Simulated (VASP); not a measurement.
Runs of VASP 6.6.1 on Fe2Ge. The structure is that of space group P6_3/mmc (No. 194), or close to it. The cells are those of the table. 

```csv
cell,gap on the mesh (eV),pressure (GPa),moment (μB)
"a = 4.020, b = 4.020, c = 4.871 Å, angles 90.0, 90.0, 120.0°, 6 atoms",none,(a),6.74
"a = 4.292, b = 4.292, c = 5.202 Å, angles 90.0, 90.0, 120.0°, 6 atoms",none,-19.5,9.11
"a = 4.240, b = 4.240, c = 5.139 Å, angles 90.0, 90.0, 120.0°, 6 atoms",none,-16.8,8.68
"a = 4.187, b = 4.187, c = 5.075 Å, angles 90.0, 90.0, 120.0°, 6 atoms",none,-13.5,8.13
"a = 3.960, b = 3.960, c = 4.800 Å, angles 90.0, 90.0, 120.0°, 6 atoms",none,16.5,6.23
"a = 4.077, b = 4.077, c = 4.941 Å, angles 90.0, 90.0, 120.0°, 6 atoms",none,(b),7.15
"a = 4.133, b = 4.133, c = 5.009 Å, angles 90.0, 90.0, 120.0°, 6 atoms",none,-8.8,7.62
```

Alike in all rows: task single point; level PBEsol; potentials or basis VASP PAW PBE potentials, release 64 (Fe, Ge_d); spin collinear, ferromagnetic start; k mesh 8 × 8 × 6; cutoff (eV) 520; smearing gaussian 0.1 eV.

**Question.** Estimate the missing entries.

**Answer.** (a) 5.8; (b) -2.6.

Caveats: the PAW data sets were made with another functional, which shifts forces and pressure a little; the cell stands under tension (at least some runs); the cell stands under pressure (at least some runs).

A k mesh can miss the band edges, and the runs leave out spin-orbit coupling on Ge.

A gap of «none» marks levels without a gap at the run's occupations.
